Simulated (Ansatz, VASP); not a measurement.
La in VASP and in Ansatz

```
CELL_PARAMETERS angstrom
3.59841 0.00000 0.00000
-1.79921 3.11632 0.00000
0.00000 0.00000 11.49974
ATOMIC_POSITIONS crystal
La 0.00000 0.00000 0.00000
La 0.00000 0.00000 0.50000
La 0.33333 0.66667 0.25000
La 0.66667 0.33333 0.75000
```

Alike in both runs: functional LDA; k mesh 15 × 15 × 4; occupations gaussian, width 0.1 eV; no spin polarisation.

Ansatz relaxed the structure, and its values are those at the end. VASP's run is a single point on that final structure, the one shown.

|  | VASP | Ansatz |
| --- | --- | --- |
| version | VASP 6.6.1 | Ansatz 0.2.0 |
| potentials or method | VASP PAW LDA potentials, release 64 (La), cutoff 520 eV | scalar-relativistic, plane waves, PAW |
| valence electrons in the cell | 44 | 44 |

```tsv
	VASP	Ansatz	Ansatz less VASP
gap on the k mesh at the Fermi level (eV)	none	none	-
pressure (GPa)	-0.1	0.0	+0.10
```

Ansatz warns that its potentials were made for another functional, while VASP's fit it. LDA's correlation is that of Perdew and Zunger in VASP and of Perdew and Wang (1992) in Ansatz. A gap of «none» marks a metal or a gap that the smearing closes.

Neither program's run includes spin-orbit coupling.
